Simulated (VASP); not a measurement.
# P (Cmce) in VASP: notebook, part 2 of 2

VASP 6.6.1. Earlier steps stand in the parts before.

**3. Relaxation of cell and atoms, PBE+D3(BJ)**

This run uses another cell than the first one, of 19.03 Å³/atom, 1.085 times its volume.

File INCAR:

```
PREC = Accurate
ENCUT = 600
EDIFF = 1E-7
ISMEAR = 0
SIGMA = 0.1
LREAL = F
LASPH = T
NELM = 100
ALGO = Normal
ISIF = 3
LWAVE = F
LCHARG = F
GGA = PE
IVDW = 12
IBRION = 2
NSW = 100
EDIFFG = -0.05
```

File KPOINTS:

```
Automatic mesh
0
Gamma
  6 6 4
```

File POSCAR:

```
P
1.0
    1.6550000000     -5.2500000000      0.0000000000
    1.6550000000      5.2500000000      0.0000000000
    0.0000000000      0.0000000000      4.3800000000
P
4
Direct
    0.0980000000      0.9020000000      0.9100000000
    0.5980000000      0.4020000000      0.5900000000
    0.9020000000      0.0980000000      0.0900000000
    0.4020000000      0.5980000000      0.4100000000
```

Potentials or basis: VASP PAW PBE potentials, release 64 (P).

Run with:

```console
> cat potpaw_PBE.64/P/POTCAR > POTCAR
> mpirun -np 1 vasp_std > vasp.out
```

OUTCAR:

```text
PREC = Accurate
   ENCUT = 600
   EDIFF = 1E-7
   ISMEAR = 0
   LREAL = F
   LASPH = T
   NELM = 100
   ISIF = 3
   GGA = PE
   IVDW = 12
   IBRION = 2
   NSW = 100
   EDIFFG = -0.05
 IVDW          = 12

 ion  position               nearest neighbor table
   1  0.098  0.902  0.910-   2 2.17   2 2.17   3 2.20
   2  0.598  0.402  0.590-   1 2.17   1 2.17   4 2.20
   3  0.902  0.098  0.090-   4 2.17   4 2.17   1 2.20
   4  0.402  0.598  0.410-   3 2.17   3 2.17   2 2.20

  LATTYP: Found a base centered orthorhombic cell.
 ALAT       =     3.3100000000
 B/A-ratio  =     3.1722054381
 C/A-ratio  =     1.3232628399

  Lattice vectors:

 A1 = (   1.6550000000,  -5.2500000000,   0.0000000000)
 A2 = (   1.6550000000,   5.2500000000,   0.0000000000)
 A3 = (   0.0000000000,   0.0000000000,   4.3800000000)

Analysis of symmetry for initial positions (statically):
=====================================================================
 Subroutine PRICEL returns:
 Original cell was already a primitive cell.

 Routine SETGRP: Setting up the symmetry group for a
 base centered orthorhombic supercell.

 Subroutine GETGRP returns: Found  8 space group operations
 (whereof  4 operations were pure point group operations)
 out of a pool of  8 trial point group operations.

The static configuration has the point symmetry C_2h.
 The point group associated with its full space group is D_2h.

Analysis of symmetry for dynamics (positions and initial velocities):
=====================================================================
 Subroutine PRICEL returns:
 Original cell was already a primitive cell.

 Routine SETGRP: Setting up the symmetry group for a
 base centered orthorhombic supercell.

 Subroutine GETGRP returns: Found  8 space group operations
 (whereof  4 operations were pure point group operations)
 out of a pool of  8 trial point group operations.

The dynamic configuration has the point symmetry C_2h.
 The point group associated with its full space group is D_2h.

 Subroutine INISYM returns: Found  8 space group operations
 (whereof  4 operations are pure point group operations),
 and found     1 'primitive' translations

----------------------------------------------------------------------------------------

                                     Primitive cell

  volume of cell :      76.1135

  direct lattice vectors                    reciprocal lattice vectors
     1.655000000 -5.250000000  0.000000000     0.302114804 -0.095238095  0.000000000
     1.655000000  5.250000000  0.000000000     0.302114804  0.095238095  0.000000000
     0.000000000  0.000000000  4.380000000     0.000000000  0.000000000  0.228310502

  length of vectors
     5.504682098  5.504682098  4.380000000     0.316770657  0.316770657  0.228310502

  position of ions in fractional coordinates (direct lattice)
     0.098000000  0.902000000  0.910000000
     0.598000000  0.402000000  0.590000000
     0.902000000  0.098000000  0.090000000
     0.402000000  0.598000000  0.410000000

  ion indices of the primitive-cell ions
   primitive index   ion index
                 1           1
                 2           2
                 3           3
                 4           4

----------------------------------------------------------------------------------------

 KPOINTS: Automatic mesh

Automatic generation of k-mesh.
 Grid dimensions read from file:
[... 58 lines left out ...]
   ICHARG =      2    charge: 1-file 2-atom 10-const
   ISPIN  =      1    spin polarized calculation?
   LNONCOLLINEAR =      F non collinear calculations
   LSORBIT =      F    spin-orbit coupling
   LASPH  =      T    aspherical Exc in radial PAW
   ENCUT  =  600.0 eV  44.10 Ry    6.64 a.u.  10.99 10.99  8.75*2*pi/ulx,y,z
   NELM   =    100;   NELMIN=  2; NELMDL= -5     # of ELM steps
   EDIFF  = 0.1E-06   stopping-criterion for ELM
   LREAL  =      F    real-space projection
   EDIFFG = -.5E-01   stopping-criterion for IOM
   NSW    =    100    number of steps for IOM
   IBRION =      2    ionic relax: 0-MD 1-quasi-New 2-CG
   NFREE  =      1    steps in history (QN), initial steepest desc. (CG)
   ISIF   =      3    stress and relaxation
   ISYM   =      2    0-nonsym 1-usesym 2-fastsym
   POTIM  = 0.5000    time-step for ionic-motion
   TEBEG  =    0.0;   TEEND  =   0.0 temperature during run
   PSTRESS=    0.0 pullay stress
   NELECT =      20.0000    total number of electrons
   NUPDOWN=      -1.0000    fix difference up-down
   EMIN   =  10.00;   EMAX   =-10.00  energy-range for DOS
   EFERMI =   0.00;   METHOD = LEGACY
   ISMEAR =     0;   SIGMA  =   0.10  broadening in eV -4-tet -1-fermi 0-gaus
   EFERMI_NEDOS =   21; number of points for ismear=-14 and -15
   IALGO  =     38    algorithm
   IMIX   =      4    mixing-type and parameters
     AMIX     =   0.40;   BMIX     =  1.00
     AMIX_MAG =   1.60;   BMIX_MAG =  1.00
  volume/ion in A,a.u.               =      19.03       128.41
  Fermi-wavevector in a.u.,A,eV,Ry     =   1.048571  1.981511 14.959611  1.099500
  Thomas-Fermi vector in A             =   2.183498
   LORBIT       =      0    0 simple, 1 ext, 2 COOP (PROOUT), +10 PAW based schemes
   GGA     = PE    functional components
   LHFCALC =     F    Hartree Fock is set to
   AEXX    =    0.0000 exact exchange contribution
   IVDW    =    12    specifies the selected vdW correction
   LEPSILON=     F    determine dielectric tensor
   LRPA    =     F    only Hartree local field effects (RPA)
 conjugate gradient relaxation of ions
 non-spin polarized calculation
 Gauss-broadening in eV      SIGMA  =   0.10
  energy-cutoff  :      600.00
  volume of cell :       76.11
 maximum number of plane-waves:      2570
 NGX is ok and might be reduce to    48
   NGX = 21   NGY = 21   NGZ = 17

--------------------------------------- Ionic step        1  -------------------------------------------

 number of electron      19.9999998 magnetization

 Free energy of the ion-electron system (eV)
  ---------------------------------------------------
  ext. energy  EPLUGINS =         0.00000000
  ---------------------------------------------------
  free energy    TOTEN  =       -21.34762221 eV

  energy without entropy =      -21.34703144  energy(sigma->0) =      -21.34732683

------------------------ aborting loop because EDIFF is reached ----------------------------------------

 Edisp (eV)   -1.46586

 E8    (eV) :    -0.5548
[... 111 lines left out ...]
  FREE ENERGIE OF THE ION-ELECTRON SYSTEM (eV)
  ---------------------------------------------------
  free  energy   TOTEN  =       -22.8909658942 eV

  energy  without entropy=      -22.8896169066  energy(sigma->0) =      -22.89029140

 E-fermi :   6.7306     XC(G=0):  -9.9249

 val. band max:        6.6479853015   @ k =   0.5000   0.5000   0.0000
 cond. band min:       6.8343950243   @ k =   0.5000   0.1667   0.0000
 fundamental gap:      0.1864097228
 Fermi energy:         6.7305722145

 k-point     1 :       0.0000    0.0000    0.0000
  band No.  band energies     occupation
      1      -9.1904      2.00000
      2      -6.1206      2.00000
      3      -2.7729      2.00000
      4      -0.2901      2.00000
      5       1.6995      2.00000
      6       2.1561      2.00000
      7       2.8435      2.00000
      8       3.8370      2.00000
      9       4.3500      2.00000
     10       5.4062      2.00000
     11       7.5090      0.00000
     12       8.0345      0.00000
     13       8.8619      0.00000
     14       9.9441      0.00000
[... 379 lines left out ...]
      3      -3.2315      2.00000
      4      -0.9913      2.00000
      5       0.8928      2.00000
      6       2.3033      2.00000
      7       2.9561      2.00000
      8       3.5250      2.00000
      9       5.4477      2.00000
     10       5.6587      2.00000
     11       7.8968      0.00000
     12       8.7439      0.00000
     13       9.6179      0.00000
     14      10.5162      0.00000

 [... further k-points ...]

[... ionic steps 4 to 9 ...]

--------------------------------------- Ionic step       10  -------------------------------------------

 number of electron      20.0000001 magnetization

------------------------ aborting loop because EDIFF is reached ----------------------------------------
[... 79 lines left out ...]
--------------------------------------- Ionic step       12  -------------------------------------------

 number of electron      20.0000001 magnetization

 Free energy of the ion-electron system (eV)
  ---------------------------------------------------
  ext. energy  EPLUGINS =         0.00000000
  ---------------------------------------------------
  free energy    TOTEN  =       -21.35945617 eV

  energy without entropy =      -21.35732721  energy(sigma->0) =      -21.35839169

 E-fermi :   7.5232     XC(G=0): -10.3231

 val. band max:        7.2039253939   @ k =   0.5000   0.3333   0.0000
 cond. band min:       7.5476425974   @ k =   0.5000   0.1667   0.0000
 fundamental gap:      0.3437172035
 Fermi energy:         7.5232205593

 k-point     1 :       0.0000    0.0000    0.0000
  band No.  band energies     occupation
      1      -8.5085      2.00000
      2      -5.0413      2.00000
      3      -1.5656      2.00000
      4       0.1789      2.00000
      5       2.4260      2.00000
      6       3.2898      2.00000
      7       3.3663      2.00000
      8       4.7255      2.00000
      9       4.7478      2.00000
     10       6.1799      2.00000
     11       8.6803      0.00000
     12       8.7124      0.00000
     13       9.3107      0.00000
     14      10.9760      0.00000
[... 426 lines left out ...]
  FREE ENERGIE OF THE ION-ELECTRON SYSTEM (eV)
  ---------------------------------------------------
  free  energy   TOTEN  =       -22.9694346848 eV

  energy  without entropy=      -22.9673057283  energy(sigma->0) =      -22.96837021

 reached required accuracy - stopping structural energy minimisation
```

OSZICAR:

```text
N       E                     dE             d eps       ncg     rms          rms(c)
DAV:   1     0.715129918080E+02    0.71513E+02   -0.90834E+03  1092   0.134E+03
[... 121 lines left out ...]
DAV:   1    -0.213598120136E+02    0.49625E-02   -0.25171E-02  1164   0.904E-01    0.125E-01
DAV:   2    -0.213595969499E+02    0.21506E-03   -0.12093E-03  1392   0.250E-01    0.753E-02
DAV:   3    -0.213594714422E+02    0.12551E-03   -0.13180E-04  1290   0.698E-02    0.289E-02
DAV:   4    -0.213594539784E+02    0.17464E-04   -0.44335E-05  1356   0.394E-02    0.137E-02
DAV:   5    -0.213594563341E+02   -0.23557E-05   -0.23269E-06  1308   0.109E-02    0.168E-03
DAV:   6    -0.213594560943E+02    0.23984E-06   -0.43590E-07  1284   0.433E-03    0.170E-03
DAV:   7    -0.213594561665E+02   -0.72257E-07   -0.28160E-08   660   0.125E-03
  12 F= -.22969435E+02 E0= -.22968370E+02  d E =-.450355E-03
```

It took 8 min on 1 thread of Intel Xeon Platinum 8488C (Sapphire Rapids), shared host; peak memory 0.29 GiB.

What came out:

```yaml
Free_energy: -22.9694 eV
Relaxed_volume: 17.45 Å³/atom
Relaxed_cell: a = 5.333 Å, b = 5.333 Å, c = 4.113 Å, α = 90.00°, β = 90.00°, γ = 143.36°
Space_group_after_relaxing_to_0.05_Å: Cmce (No. 64)
Energy_gained_by_relaxing: 39.0 meV/atom
Ionic_steps: 12
Pressure_after_relaxing: -0.2 GPa
Largest_force_after_relaxing: 0.018 eV/Å
Band_gap_on_the_k_mesh: zero (band 10 reaches 7.57 eV, above the bottom of band 11 at 7.55 eV)
Dispersion_energy_per_atom: -0.402 eV
```

Forces in eV/Å, atoms in the order of the input:
```
P    0.000  0.005  0.017
P    0.000  0.005 -0.017
P    0.000 -0.005 -0.017
P    0.000 -0.005  0.017
```

Stress tensor (GPa, compression positive):
```
-0.37  0.00  0.00
 0.00 -0.06  0.00
 0.00  0.00 -0.12
```

Step by step:
| step | energy change (eV) | largest force (eV/Å) | pressure (GPa) | volume (Å³) |
| --- | --- | --- | --- | --- |
| 1 | 0.0000 | 0.9485 | 2.72 | 76.11 |
| 2 | -0.0535 | 0.2625 | -3.66 | 79.73 |
| 3 | -0.0775 | 0.1893 | -1.57 | 78.42 |
| 4 | -0.0989 | 0.0918 | -0.95 | 76.93 |
| 5 | -0.1016 | 0.0435 | -0.61 | 76.22 |
| 6 | -0.1153 | 0.1404 | 0.12 | 74.76 |
| 7 | -0.1245 | 0.3201 | 1.43 | 72.49 |
| 8 | -0.1313 | 0.2861 | 1.20 | 72.21 |
| 9 | -0.1465 | 0.1802 | 0.55 | 71.37 |
| 10 | -0.1548 | 0.0433 | -0.56 | 69.67 |
| 11 | -0.1555 | 0.0082 | -0.33 | 70.05 |
| 12 | -0.1560 | 0.0176 | -0.18 | 69.80 |

Final structure:
```cif
data_structure
_symmetry_space_group_name_H-M 'P 1'
_symmetry_Int_Tables_number 1
_cell_length_a 5.3326
_cell_length_b 5.3326
_cell_length_c 4.1131
_cell_angle_alpha 90.000
_cell_angle_beta 90.000
_cell_angle_gamma 143.359
_cell_volume 69.80
loop_
_atom_site_label
_atom_site_type_symbol
_atom_site_fract_x
_atom_site_fract_y
_atom_site_fract_z
_atom_site_occupancy
P1 P 0.10690 0.89310 0.92923 1
P2 P 0.60690 0.39310 0.57077 1
P3 P 0.89310 0.10690 0.07077 1
P4 P 0.39310 0.60690 0.42923 1
```

Levels at points of the mesh, in eV from the Fermi level:
| k point | band 6 | band 7 | band 8 | band 9 | band 10 | band 11 | band 12 | band 13 | band 14 |
| --- | --- | --- | --- | --- | --- | --- | --- | --- | --- |
| (0.00, 0.00, 0.00) | -4.23 | -4.16 | -2.80 | -2.78 | -1.34 | 1.16 | 1.19 | 1.79 | 3.45 |
| (0.50, 0.00, 0.00) | -4.96 | -3.17 | -3.17 | -2.64 | -2.64 | 0.81 | 0.81 | 1.18 | 1.18 |
| (0.50, 0.50, 0.00) | -5.15 | -4.54 | -2.25 | -1.80 | -0.35 | 0.34 | 0.66 | 2.36 | 3.14 |
| (0.00, 0.00, 0.50) | -5.18 | -3.19 | -3.19 | -0.86 | -0.86 | 1.35 | 1.35 | 2.04 | 2.04 |
| (0.50, 0.00, 0.50) | -5.98 | -5.77 | -5.77 | -2.12 | -2.12 | 1.62 | 1.62 | 4.95 | 4.95 |
| (0.50, 0.50, 0.50) | -3.28 | -2.37 | -2.37 | -1.23 | -1.23 | 1.29 | 1.29 | 2.77 | 2.77 |

Caveat: pairwise dispersion overbinds metals, which lowers pressure and volume; the relaxation stopped at a loose force limit of 0.05 eV/Å, so its end isn't a converged minimum.

**4. Single point, PBE+D3(BJ) (strain along c alone, the other axes held: +2.0 %, then relaxed in part)**

File INCAR:

```
ALGO = Normal
EDIFF = 1E-6
ENCUT = 520
GGA = PE
ISIF = 2
ISMEAR = 0
IVDW = 12
LASPH = T
LCHARG = F
LREAL = F
LWAVE = F
NBANDS = 30
NELM = 80
PREC = Accurate
SIGMA = 0.1
```

File KPOINTS:

```
k-points
0
Gamma
  10 4 8
```

File POSCAR:

```
P
1.0
    3.3225242949      0.0000000000      0.0000000000
    0.0000000000     10.1915207697      0.0000000000
    0.0000000000      0.0000000000      4.2501993666
P
8
Direct
    0.0000000000      0.8940986753      0.9248926092
    0.5000000000      0.8940986753      0.5751073908
    0.5000000000      0.6059013247      0.0751073908
    0.0000000000      0.6059013247      0.4248926092
    0.5000000000      0.3940986753      0.9248926092
    0.0000000000      0.3940986753      0.5751073908
    0.0000000000      0.1059013247      0.0751073908
    0.5000000000      0.1059013247      0.4248926092
```

Potentials or basis: VASP PAW PBE potentials, release 64 (P).

Run with:

```console
> cat potpaw_PBE.64/P/POTCAR > POTCAR
> mpirun -np 1 vasp_std > vasp.out
```

OUTCAR:

```text
EDIFF = 1E-6
   ENCUT = 520
   GGA = PE
   ISIF = 2
   ISMEAR = 0
   IVDW = 12
   LASPH = T
   LREAL = F
   NELM = 80
   PREC = Accurate
 IVDW          = 12

 ion  position               nearest neighbor table
   1  0.000  0.894  0.925-   2 2.23   2 2.23   7 2.25
   2  0.500  0.894  0.575-   1 2.23   1 2.23   8 2.25
   3  0.500  0.606  0.075-   4 2.23   4 2.23   5 2.25
   4  0.000  0.606  0.425-   3 2.23   3 2.23   6 2.25
[... 1031 lines left out ...]
  -------------------------------------------------------------------------------------
  Total      -1.19695    -0.29438    -1.13848     0.00000     0.00000     0.00000
  in kB     -13.32505    -3.27719   -12.67414     0.00000     0.00000     0.00000
  external pressure =       -9.76 kB  Pullay stress =        0.00 kB

 VOLUME and BASIS-vectors are now :
 -----------------------------------------------------------------------------
  energy-cutoff  :      520.00
  volume of cell :      143.92
      direct lattice vectors                 reciprocal lattice vectors
     3.322524295  0.000000000  0.000000000     0.300975978  0.000000000  0.000000000
     0.000000000 10.191520770  0.000000000     0.000000000  0.098120783  0.000000000
     0.000000000  0.000000000  4.250199367     0.000000000  0.000000000  0.235283081

 POSITION                                       TOTAL-FORCE (eV/Angst)
 -----------------------------------------------------------------------------------
      0.00000      9.11223      3.93098        -0.000000      0.042239     -0.039881
      1.66126      9.11223      2.44432         0.000000      0.042239      0.039881
      1.66126      6.17506      0.31922         0.000000     -0.042239      0.039881
      0.00000      6.17506      1.80588        -0.000000     -0.042239     -0.039881
      1.66126      4.01646      3.93098        -0.000000      0.042239     -0.039881
      0.00000      4.01646      2.44432         0.000000      0.042239      0.039881
      0.00000      1.07930      0.31922         0.000000     -0.042239      0.039881
      1.66126      1.07930      1.80588         0.000000     -0.042239     -0.039881
 -----------------------------------------------------------------------------------
    total drift:                               -0.000000      0.000000     -0.000000

  FREE ENERGIE OF THE ION-ELECTRON SYSTEM (eV)
  ---------------------------------------------------
  free  energy   TOTEN  =       -45.9299289927 eV

  energy  without entropy=      -45.9276785882  energy(sigma->0) =      -45.92880379
```

stdout:

```text
POSCAR found type information on POSCAR P
 POSCAR found :  1 types and       8 ions
 scaLAPACK will be used
 LDA part: xc-table for (Slater+PW92), standard interpolation
 POSCAR, INCAR and KPOINTS ok, starting setup
 FFT: planning ... GRIDC
 FFT: planning ... GRID_SOFT
 FFT: planning ... GRID
 WAVECAR not read
 entering main loop
```

It took 9.7 min on 1 thread of Oxide Virtual Turin-like, shared host; peak memory 0.39 GiB.

What came out:

```yaml
Free_energy: -45.9299 eV
Pressure: -1.0 GPa
Largest_force: 0.058 eV/Å
Band_gap_on_the_k_mesh: zero (band 20 reaches 7.37 eV, above the bottom of band 21 at 7.27 eV)
Dispersion_energy_per_atom: -0.390 eV
```

Forces in eV/Å, atoms in the order of the input:
```
P    0.000  0.042 -0.040
P    0.000  0.042  0.040
P    0.000 -0.042  0.040
P    0.000 -0.042 -0.040
P    0.000  0.042 -0.040
P    0.000  0.042  0.040
P    0.000 -0.042  0.040
P    0.000 -0.042 -0.040
```

Caveat: the cell differs from its parent crystal (strain along c alone, the other axes held: +2.0 %, then relaxed in part).

**5. The runs side by side**

```tsv
task	cell	k mesh	cutoff (eV)	gap on the mesh (eV)	pressure (GPa)	largest force (eV/Å)
single point	a = 5.341, b = 5.341, c = 4.141 Å, angles 90.0, 90.0, 143.6°, 4 atoms	6 × 6 × 4	520	none	-0.5	0.06
relaxation of cell and atoms	relaxed from a = 5.505, b = 5.505, c = 4.380 Å, angles 90.0, 90.0, 145.0°, 4 atoms	6 × 6 × 4	600	none	-0.2	0.02
single point	a = 3.323, b = 10.192, c = 4.250 Å, 8 atoms	10 × 4 × 8	520	none	-1.0	0.06
```

Alike in all rows: level PBE+D3(BJ); potentials or basis VASP PAW PBE potentials, release 64 (P); no spin polarisation; smearing gaussian 0.1 eV.

Caveats: some runs use coarse meshes; pairwise dispersion overbinds metals, which lowers pressure and volume (some runs); the relaxation stopped at a loose force limit of 0.05 eV/Å, so its end isn't a converged minimum (some runs).

Absolute energies hang on the potentials; compare differences alone.
